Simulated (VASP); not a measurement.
Here is a VASP 6.6.1 calculation.

Contents of INCAR:

```
SYSTEM = Er3RuC
  ALGO = Normal
  EDIFF = 1E-7
  EDIFFG = -0.01
  ENCUT = 600
  GGA = PE
  GGA_COMPAT = .False.
  IBRION = 2
  ISIF = 3
  ISMEAR = 0
  LASPH = .True.
  LCHARG = .False.
  LMAXMIX = 6
  LREAL = .False.
  LWAVE = .False.
  NELM = 200
  NELMIN = 4
  NSW = 100
  PREC = Accurate
  SIGMA = 0.1
```

The input KPOINTS:

```
k-points
0
Gamma
  8 8 8
  0 0 0
```

The input POSCAR:

```
Er3RuC
1.0
    5.1379351942      0.0000000000      0.0000000000
    0.0000000000      5.1379351942      0.0000000000
    0.0000000000      0.0000000000      4.6881683180
Er Ru C
3 1 1
Direct
    0.0000000000      0.5000000000      0.5000000000
    0.5000000000      0.0000000000      0.5000000000
    0.5000000000      0.5000000000      0.0000000000
    0.0000000000      0.0000000000      0.5000000000
    0.5000000000      0.5000000000      0.5000000000
```

Potentials or basis: VASP PAW PBE potentials, release 64 (Er_3, Ru_pv, C), 4f in core.

Launch:

```sh
$ cat potpaw_PBE.64/Er_3/POTCAR potpaw_PBE.64/Ru_pv/POTCAR potpaw_PBE.64/C/POTCAR > POTCAR
$ mpirun -np 1 vasp_std > vasp.out
```

(1) Estimate the relaxed cell.

(2) What does it give for the band gap on the k mesh?

Results:

(1) a = 5.175 Å, b = 5.175 Å, c = 4.691 Å, α = 90.00°, β = 90.00°, γ = 90.00°.

(2) zero (an odd number of electrons rules out a gap without spin polarisation).

Caveat: spin-orbit coupling is left out, which moves the levels of the heavy elements; the 4f electrons are frozen in the core, so they carry no moment and show no levels.
